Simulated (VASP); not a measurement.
# Pd (P6_3/mmc) in VASP: a series of runs

The runs below take Pd through single point, relaxation of cell and atoms, with PBE.

Program: VASP 6.6.1. These are calculated values, not measurements. Logs are shortened: lines on timing, memory, paths and dates and some standing lists are left out, and cuts for length are marked.

### Step 1. The cell of the first run

The structure is hexagonal, space group P6_3/mmc (No. 194). Conventional cell: a = 2.769 Å, b = 2.769 Å, c = 4.636 Å, α = 90.00°, β = 90.00°, γ = 120.00°. Within 3.6 Å of Pd (site symmetry -6m2) lie 12 Pd at 2.77 to 2.82 Å.

### Step 2. Single point, PBE

INCAR reads:

```
SYSTEM = Pd
PREC = Accurate
ENCUT = 520
EDIFF = 1E-6
ISMEAR = 0
SIGMA = 0.05
LREAL = .FALSE.
LASPH = .TRUE.
NELM = 100
ALGO = Normal
ISIF = 2
LWAVE = .FALSE.
LCHARG = .FALSE.
GGA = PE
NBANDS = 17
```

KPOINTS reads:

```
Automatic mesh
0
G
  8 8 4
  0 0 0
```

POSCAR reads:

```
Pd
1.0
    2.7687459040      0.0000000000      0.0000000000
   -1.3843729520      2.3978042895      0.0000000000
    0.0000000000      0.0000000000      4.6363556370
Pd
2
Direct
    0.3333333333      0.6666666667      0.7500000000
    0.6666666667      0.3333333333      0.2500000000
```

Potentials or basis: VASP PAW PBE potentials, release 64 (Pd).

Launch:

```sh
$ cat potpaw_PBE.64/Pd/POTCAR > POTCAR
$ mpirun -np 1 vasp_std > vasp.out
```

OUTCAR:

```text
SYSTEM = Pd
   PREC = Accurate
   ENCUT = 520
   EDIFF = 1E-6
   ISMEAR = 0
   LREAL = .FALSE.
   LASPH = .TRUE.
   NELM = 100
   ISIF = 2
   GGA = PE

 ion  position               nearest neighbor table
   1  0.333  0.667  0.750-   2 2.82   2 2.82   2 2.82   2 2.82   2 2.82   2 2.82
   2  0.667  0.333  0.250-   1 2.82   1 2.82   1 2.82   1 2.82   1 2.82   1 2.82

  LATTYP: Found a hexagonal cell.
 ALAT       =     2.7687459040
 C/A-ratio  =     1.6745327299

  Lattice vectors:

 A1 = (   2.7687459040,   0.0000000000,   0.0000000000)
 A2 = (  -1.3843729520,   2.3978042895,   0.0000000000)
 A3 = (   0.0000000000,   0.0000000000,   4.6363556370)

Analysis of symmetry for initial positions (statically):
=====================================================================
 Subroutine PRICEL returns:
 Original cell was already a primitive cell.

 Routine SETGRP: Setting up the symmetry group for a
 hexagonal supercell.

 Subroutine GETGRP returns: Found 24 space group operations
 (whereof 12 operations were pure point group operations)
 out of a pool of 24 trial point group operations.

The static configuration has the point symmetry D_3d.
 The point group associated with its full space group is D_6h.

Analysis of symmetry for dynamics (positions and initial velocities):
=====================================================================
 Subroutine PRICEL returns:
 Original cell was already a primitive cell.

 Routine SETGRP: Setting up the symmetry group for a
 hexagonal supercell.

 Subroutine GETGRP returns: Found 24 space group operations
 (whereof 12 operations were pure point group operations)
 out of a pool of 24 trial point group operations.

The dynamic configuration has the point symmetry D_3d.
 The point group associated with its full space group is D_6h.

 Subroutine INISYM returns: Found 24 space group operations
 (whereof 12 operations are pure point group operations),
 and found     1 'primitive' translations

----------------------------------------------------------------------------------------

                                     Primitive cell

  volume of cell :      30.7804

  direct lattice vectors                    reciprocal lattice vectors
     2.768745904  0.000000000  0.000000000     0.361174349  0.208524108  0.000000000
    -1.384372952  2.397804289  0.000000000     0.000000000  0.417048215  0.000000000
     0.000000000  0.000000000  4.636355637     0.000000000  0.000000000  0.215686647

  length of vectors
[... 83 lines left out ...]
   LREAL  =      F    real-space projection
   EDIFFG = 0.1E-04   stopping-criterion for IOM
   NSW    =      0    number of steps for IOM
   IBRION =     -1    ionic relax: 0-MD 1-quasi-New 2-CG
   NFREE  =      0    steps in history (QN), initial steepest desc. (CG)
   ISIF   =      2    stress and relaxation
   ISYM   =      2    0-nonsym 1-usesym 2-fastsym
   POTIM  = 0.5000    time-step for ionic-motion
   TEBEG  =    0.0;   TEEND  =   0.0 temperature during run
   PSTRESS=    0.0 pullay stress
   NELECT =      20.0000    total number of electrons
   NUPDOWN=      -1.0000    fix difference up-down
   EMIN   =  10.00;   EMAX   =-10.00  energy-range for DOS
   EFERMI =   0.00;   METHOD = LEGACY
   ISMEAR =     0;   SIGMA  =   0.05  broadening in eV -4-tet -1-fermi 0-gaus
   EFERMI_NEDOS =   21; number of points for ismear=-14 and -15
   IALGO  =     38    algorithm
   IMIX   =      4    mixing-type and parameters
     AMIX     =   0.40;   BMIX     =  1.00
     AMIX_MAG =   1.60;   BMIX_MAG =  1.00
  volume/ion in A,a.u.               =      15.39       103.86
  Fermi-wavevector in a.u.,A,eV,Ry     =   1.417948  2.679533 27.355554  2.010577
  Thomas-Fermi vector in A             =   2.539125
   LORBIT       =      0    0 simple, 1 ext, 2 COOP (PROOUT), +10 PAW based schemes
   GGA     = PE    functional components
   LHFCALC =     F    Hartree Fock is set to
   AEXX    =    0.0000 exact exchange contribution
   IVDW    =     0    specifies the selected vdW correction
   LEPSILON=     F    determine dielectric tensor
   LRPA    =     F    only Hartree local field effects (RPA)
 non-spin polarized calculation
 Gauss-broadening in eV      SIGMA  =   0.05
  energy-cutoff  :      520.00
  volume of cell :       30.78
 maximum number of plane-waves:       843
 NGX is ok and might be reduce to    24
   NGX = 11   NGY = 11   NGZ = 17

 number of electron      20.0000006 magnetization

 Free energy of the ion-electron system (eV)
  ---------------------------------------------------
  ext. energy  EPLUGINS =         0.00000000
  ---------------------------------------------------
  free energy    TOTEN  =       -10.34680244 eV

  energy without entropy =      -10.33985832  energy(sigma->0) =      -10.34333038

 E-fermi :   9.0940     XC(G=0): -12.9183

 val. band max:        9.0716680686   @ k =   0.3750   0.1250   0.0000
 cond. band min:       9.0956627364   @ k =   0.3750   0.0000   0.0000
 fundamental gap:      0.0239946678
 Fermi energy:         9.0940118297

 k-point     1 :       0.0000    0.0000    0.0000
  band No.  band energies     occupation
      1       2.2668      2.00000
      2       4.0992      2.00000
      3       6.3115      2.00000
      4       6.5150      2.00000
      5       6.5150      2.00000
      6       6.8378      2.00000
[... 457 lines left out ...]
      4       5.3291      2.00000
      5       7.6566      2.00000
      6       7.6566      2.00000
[... 9 lines left out ...]
     16      24.8110      0.00000
     17      26.5855      0.00000

 [... further k-points ...]

------------------------ aborting loop because EDIFF is reached ----------------------------------------

  FORCE on cell =-STRESS in cart. coord.  units (eV):
  Direction    XX          YY          ZZ          XY          YZ          ZX
  --------------------------------------------------------------------------------------
  -------------------------------------------------------------------------------------
  Total       -0.0359025     -0.0359025     -0.0265592      0.0000000     -0.0000000      0.0000000
  in kB       -1.8687970     -1.8687970     -1.3824582      0.0000000     -0.0000000      0.0000000
  external PRESSURE =      -1.7066841 kB  Pullay stress =       0.0000000 kB

 VOLUME and BASIS-vectors are now :
 -----------------------------------------------------------------------------
  energy-cutoff  :      520.00
  volume of cell :       30.78
      direct lattice vectors                 reciprocal lattice vectors
     2.768745904  0.000000000  0.000000000     0.361174349  0.208524108  0.000000000
    -1.384372952  2.397804289  0.000000000     0.000000000  0.417048215  0.000000000
     0.000000000  0.000000000  4.636355637     0.000000000  0.000000000  0.215686647

 POSITION                                       TOTAL-FORCE (eV/Angst)
 -----------------------------------------------------------------------------------
     -0.00000      1.59854      3.47727         0.000000      0.000000      0.000000
      1.38437      0.79927      1.15909        -0.000000     -0.000000      0.000000
 -----------------------------------------------------------------------------------
    total drift:                               -0.000000      0.000000     -0.000000

  FREE ENERGIE OF THE ION-ELECTRON SYSTEM (eV)
  ---------------------------------------------------
  free  energy   TOTEN  =       -10.3468024418 eV

  energy  without entropy=      -10.3398583162  energy(sigma->0) =      -10.34333038
```

OSZICAR:

```text
N       E                     dE             d eps       ncg     rms          rms(c)
DAV:   1     0.106874625823E+03    0.10687E+03   -0.10412E+04  1020   0.116E+03
DAV:   2    -0.914431040756E+01   -0.11602E+03   -0.10986E+03  1069   0.252E+02
DAV:   3    -0.108567394206E+02   -0.17124E+01   -0.16969E+01  1220   0.339E+01
DAV:   4    -0.108672550454E+02   -0.10516E-01   -0.10514E-01  1223   0.255E+00
DAV:   5    -0.108674185984E+02   -0.16355E-03   -0.16355E-03  1209   0.342E-01    0.981E+00
DAV:   6    -0.103695142025E+02    0.49790E+00   -0.10806E+00  1094   0.109E+01    0.481E+00
DAV:   7    -0.103521528961E+02    0.17361E-01   -0.95773E-03  1157   0.865E-01    0.243E+00
DAV:   8    -0.103468087079E+02    0.53442E-02   -0.18319E-03  1119   0.315E-01    0.838E-02
DAV:   9    -0.103467953316E+02    0.13376E-04   -0.44033E-05  1274   0.636E-02    0.278E-02
DAV:  10    -0.103468021304E+02   -0.67987E-05   -0.46622E-06  1185   0.187E-02    0.633E-03
DAV:  11    -0.103468024418E+02   -0.31141E-06   -0.30733E-07   648   0.530E-03
   1 F= -.10346802E+02 E0= -.10343330E+02  d E =-.694413E-02
```

stdout:

```text
POSCAR found type information on POSCAR Pd
 POSCAR found :  1 types and       2 ions
 scaLAPACK will be used
 LDA part: xc-table for (Slater+PW92), standard interpolation
 POSCAR, INCAR and KPOINTS ok, starting setup
 FFT: planning ... GRIDC
 FFT: planning ... GRID_SOFT
 FFT: planning ... GRID
 WAVECAR not read
 entering main loop
```

It took 18 s on 1 thread of Intel Xeon Platinum 8375C at 2.90GHz (Ice Lake), shared host; peak memory 0.15 GiB.

What came out:

| Quantity | Value |
| --- | --- |
| Free energy | -10.3468 eV |
| Pressure | -0.2 GPa |
| Band gap on the k mesh | zero (band 10 reaches 9.28 eV, above the bottom of band 11 at 8.44 eV) |

### Step 3. Relaxation of cell and atoms, PBE

This run uses another cell than the first one, of 14.72 Å³/atom, 0.956 times its volume.

INCAR reads:

```
PREC = Accurate
ENCUT = 600
EDIFF = 1E-6
ISMEAR = 0
SIGMA = 0.05
LREAL = F
LASPH = T
NELM = 100
ALGO = Normal
ISIF = 3
LWAVE = F
LCHARG = F
GGA = PE
IBRION = 2
NSW = 80
EDIFFG = -0.03
```

KPOINTS reads:

```
Automatic mesh
0
Gamma
  8 8 4
```

POSCAR reads:

```
Pd
1.0
    2.7504564485      0.0000000000      0.0000000000
   -1.3752282243      2.3819651564      0.0000000000
    0.0000000000      0.0000000000      4.4924121993
Pd
2
Direct
    0.3333333333      0.6666666667      0.7500000000
    0.6666666667      0.3333333333      0.2500000000
```

Potentials or basis: VASP PAW PBE potentials, release 64 (Pd).

Launch:

```sh
$ cat potpaw_PBE.64/Pd/POTCAR > POTCAR
$ mpirun -np 1 vasp_std > vasp.out
```

It took 53 s on 1 thread of Intel Xeon Platinum 8375C at 2.90GHz (Ice Lake), shared host; peak memory 0.16 GiB.

The run converged. Its results:

```yaml
Free_energy: -10.3460 eV
Relaxed_volume: 15.36 Å³/atom
Relaxed_cell: a = 2.769 Å, b = 2.769 Å, c = 4.626 Å, α = 90.00°, β = 90.00°, γ = 120.00°
Space_group_after_relaxing_to_0.05_Å: P6_3/mmc (No. 194)
Energy_gained_by_relaxing: 18.4 meV/atom
Ionic_steps: 6
Pressure_after_relaxing: 0.1 GPa
Band_gap_on_the_k_mesh: zero (band 10 reaches 9.31 eV, above the bottom of band 11 at 8.46 eV)
```

Stress tensor (GPa, compression positive):
```
-0.03  0.00  0.00
 0.00 -0.03  0.00
 0.00  0.00  0.31
```

The path:
```csv
step,energy change (eV),largest force (eV/Å),pressure (GPa),volume (Å³)
1,0.0000,0.0000,8.11,29.43
2,0.0215,0.0000,-8.62,32.72
3,-0.0337,0.0000,-0.34,30.79
4,-0.0337,0.0000,-0.19,30.77
5,-0.0362,0.0000,-0.06,30.74
6,-0.0367,0.0000,0.08,30.72
```

Final structure:
```yaml
crystal:
  lattice:
    - [2.76888, 0.00000, 0.00000]
    - [-1.38444, 2.39792, 0.00000]
    - [0.00000, 0.00000, 4.62641]
  atoms:
    - { symbol: Pd, position: [0.33333, 0.66667, 0.75000] }
    - { symbol: Pd, position: [0.66667, 0.33333, 0.25000] }
```

Levels at points of the mesh, in eV from the Fermi level:
| k point | band 7 | band 8 | band 9 | band 10 | band 11 | band 12 | band 13 | band 14 |
| --- | --- | --- | --- | --- | --- | --- | --- | --- |
| (0.00, 0.00, 0.00) | -2.26 | -1.56 | -1.56 | -0.22 | -0.22 | 0.91 | 6.67 | 17.11 |
| (0.50, 0.00, 0.00) | -1.64 | 0.01 | 0.02 | 0.19 | 2.56 | 4.44 | 9.45 | 9.74 |
| (0.00, 0.00, 0.50) | -2.62 | -2.62 | -0.66 | -0.66 | -0.66 | -0.66 | 13.70 | 13.70 |
| (0.50, 0.00, 0.50) | -0.43 | -0.43 | 0.11 | 0.11 | 2.66 | 2.66 | 7.98 | 7.98 |

### Step 4. Single point, PBE, non-collinear spin, zero start, spin-orbit coupling

INCAR reads:

```
PREC = Accurate ; ENCUT = 520
EDIFF = 1E-6 ; ISMEAR = 0
SIGMA = 0.05 ; LREAL = F
LASPH = T ; NELM = 150
ALGO = Normal ; ISIF = 2
LWAVE = F ; LCHARG = F
LNONCOLLINEAR = T ; MAGMOM = 0 0 0 0 0 0
LORBIT = 11 ; LSORBIT = T
GGA_COMPAT = F ; LORBMOM = T
LMAXMIX = 4 ; GGA = PE
NBANDS = 32
```

KPOINTS reads:

```
regular mesh
0
Gamma
  18 18 10
```

POSCAR reads:

```
Pd
1.0
    2.7682954277      0.0000000000      0.0000000000
   -1.3841477139      2.3974141656      0.0000000000
    0.0000000000      0.0000000000      4.6408343652
Pd
2
Direct
    0.3333333333      0.6666666667      0.7500000000
    0.6666666667      0.3333333333      0.2500000000
```

Launch:

```sh
$ cat potpaw_PBE.64/Pd/POTCAR > POTCAR
$ mpirun -np 1 vasp_ncl > vasp.out
```

Wall time 7.8 min (1 thread of Intel Xeon Platinum 8375C at 2.90GHz (Ice Lake), shared host); peak memory 0.44 GiB.

The run converged. Its results:

```
Free energy                                           : -10.4615 eV
Pressure                                              : -0.2 GPa
Net moment                                            : 0.00 μB per cell
Valence electrons inside the program's atomic spheres : Pd 9.36
```

Moments on the atoms (μB; x, y, z):
```
Pd  0.00 0.00 0.00
Pd  0.00 0.00 0.00
```

### Step 5. Single point, PBE, non-collinear spin, zero start, spin-orbit coupling

INCAR reads:

```
PREC = Accurate
ENCUT = 520
EDIFF = 1E-6
ISMEAR = 0
SIGMA = 0.05
LREAL = False
LASPH = True
NELM = 150
ALGO = Normal
ISIF = 2
LWAVE = False
LCHARG = False
MAGMOM = 0 0 0 0 0 0
LORBIT = 11
LSORBIT = True
GGA_COMPAT = False
LORBMOM = True
LMAXMIX = 4
GGA = PE
NBANDS = 32
```

KPOINTS reads:

```
Automatic mesh
0
Gamma
  18 18 10
```

POSCAR is that of step 4.

Launch:

```sh
$ cat potpaw_PBE.64/Pd/POTCAR > POTCAR
$ mpirun -np 1 vasp_ncl > vasp.out
```

Run time: 2.2 min. Hardware: 1 thread of Intel Xeon 6975P-C (Granite Rapids), shared host; peak memory 0.44 GiB.

It converged, with:

* Free energy: -10.4615 eV
* Pressure: -0.2 GPa
* Net moment: 0.00 μB per cell
* Valence electrons inside the program's atomic spheres: Pd 9.36

Moments on the atoms (μB; x, y, z):
```
Pd  0.00 0.00 0.00
Pd  0.00 0.00 0.00
```

### Step 6. Single point, PBE, non-collinear spin, zero start, spin-orbit coupling

INCAR reads:

```
SYSTEM = Pd
PREC     = Accurate       ! precision mode
ENCUT    = 520            ! plane-wave cutoff, eV
EDIFF    = 1E-6           ! SCF threshold, eV
ISMEAR   = 0              ! smearing method
SIGMA    = 0.05           ! smearing width, eV
LREAL    = .False.        ! projectors in reciprocal space
LASPH    = .True.         ! aspherical terms in the spheres
NELM     = 150            ! most SCF steps
ALGO     = Normal         ! electronic algorithm
ISIF     = 2              ! what is computed and relaxed
LWAVE    = .False.        ! write WAVECAR
LCHARG   = .True.         ! write CHGCAR
LNONCOLLINEAR= .True.         ! non-collinear magnetism
MAGMOM   = 0 0 0 0 0 0    ! initial moments
LORBIT   = 11             ! projections on sites
LSORBIT  = .True.         ! spin-orbit coupling
GGA_COMPAT= .False.      
LORBMOM  = .True.       
LMAXMIX  = 4              ! l up to which the mixer works
GGA      = PE             ! functional
LVHAR    = .True.       
NBANDS   = 32             ! bands
```

KPOINTS reads:

```
regular mesh
0
Gamma
  18 18 10
  0 0 0
```

POSCAR reads:

```
Pd
1.0
    2.7687459040      0.0000000000      0.0000000000
   -1.3843729520      2.3978042895      0.0000000000
    0.0000000000      0.0000000000      4.6363556370
Pd
2
Direct
    0.3333333333      0.6666666667      0.7500000000
    0.6666666667      0.3333333333      0.2500000000
```

Potentials or basis: VASP PAW PBE potentials, release 64 (Pd).

Launch:

```sh
$ cat potpaw_PBE.64/Pd/POTCAR > POTCAR
$ mpirun -np 1 vasp_ncl > vasp.out
```

It took 5.1 min on 1 thread of Intel Xeon Platinum 8488C (Sapphire Rapids), shared host; peak memory 0.44 GiB.

It converged, with:

```
Free energy                                           : -10.4615 eV
Pressure                                              : -0.1 GPa
Net moment                                            : 0.00 μB per cell
Valence electrons inside the program's atomic spheres : Pd 9.36
```

Moments on the atoms (μB; x, y, z):
```
Pd  0.00 0.00 0.00
Pd  0.00 0.00 0.00
```

### Step 7. Summary

```csv
task,spin,cell,k mesh,cutoff (eV),gap on the mesh (eV),pressure (GPa),moment (μB)
single point,off,"a = 2.769, b = 2.769, c = 4.636 Å, angles 90.0, 90.0, 120.0°, 2 atoms",8 × 8 × 4,520,none,-0.2,-
relaxation of cell and atoms,off,"relaxed from a = 2.750, b = 2.750, c = 4.492 Å, angles 90.0, 90.0, 120.0°, 2 atoms",8 × 8 × 4,600,none,0.1,-
single point,"non-collinear, zero start, SOC","a = 2.768, b = 2.768, c = 4.641 Å, angles 90.0, 90.0, 120.0°, 2 atoms",18 × 18 × 10,520,-,-0.2,0.00
single point,"non-collinear, zero start, SOC","a = 2.769, b = 2.769, c = 4.636 Å, angles 90.0, 90.0, 120.0°, 2 atoms",18 × 18 × 10,520,-,-0.1,0.00
```

Alike in all rows: level PBE; potentials or basis VASP PAW PBE potentials, release 64 (Pd); smearing gaussian 0.05 eV.

Absolute energies hang on the potentials; compare differences alone.
